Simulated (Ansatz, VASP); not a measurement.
# Te: VASP beside Ansatz

```
Te
1.0
    -2.95779    3.87597    1.53515
     2.95779   -3.87597    1.53515
     2.95779    3.87597   -1.53515
Te
2
Cartesian
  0.0000 5.8139 0.7647
  2.9578 -1.9380 0.7704
```

Alike in both runs: task single point; functional r2SCAN; k mesh 11 × 11 × 11; no spin polarisation.

|  | VASP | Ansatz |
| --- | --- | --- |
| version | VASP 6.6.1 | Ansatz 0.2.0 |
| potentials or method | VASP PAW PBE potentials, release 64 (Te), cutoff 520 eV | plane waves, PAW |
| occupations | methfessel-paxton of order 1, width 0.1 eV | cold, width 0.1 eV |
| valence electrons in the cell | 12 | 32 |

Ansatz gave:

| Item | Value |
| --- | --- |
| pressure (GPa) | 0.2 |
| traceless stress, the component that is largest in VASP (GPa) | 0.87 |

Q: Estimate VASP's values.

A: Pressure (GPa): 0.1; traceless stress, the component that is largest in VASP (GPa): 0.81.

VASP's potentials were made for PBE, not for r2SCAN. VASP's potentials hold 12 valence electrons a cell and Ansatz's 32, so a difference there can come from the potentials and not from the codes.

Neither program's run includes spin-orbit coupling.
